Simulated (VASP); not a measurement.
S, 1 atom in the cell. The structure is hexagonal, space group P6/mmm (No. 191). The conventional cell has a = 3.905 Å, b = 3.905 Å, c = 2.125 Å, α = 90.00°, β = 90.00°, γ = 120.00°. Within 2.8 Å of S (site symmetry 6/mmm) lie 2 S at 2.13 Å. This isn't the form of S at room conditions, which is orthorhombic, of S8 rings.

```yaml
Program: VASP 6.6.1
Task: single point
Functional: PBE
Potentials_or_basis: VASP PAW PBE potentials, release 64 (S)
Cutoff: 520 eV
k_mesh: 16 × 16 × 14
Occupations: fermi-dirac, width 0.08 eV
Spin: no spin polarisation
Dipole_correction: no
Further_INCAR_settings: ALGO = Normal; EDIFF = 1e-06; NBANDS = 9
```

Potentials or basis: VASP PAW PBE potentials, release 64 (S).

Command:

```bash
$ cat potpaw_PBE.64/S/POTCAR > POTCAR
$ mpirun -np 1 vasp_std > vasp.out
```

Hardware: 1 thread of Intel(R) Xeon(R) Platinum 8375C CPU @ 2.90GHz (Ice Lake), on a shared host.

Q: How long does it take, and how much memory?

A: It took 29 s on 1 thread of Intel(R) Xeon(R) Platinum 8375C CPU @ 2.90GHz (Ice Lake) (shared host), peak memory 0.17 GiB. Counts: scf iterations 10, k points 240.
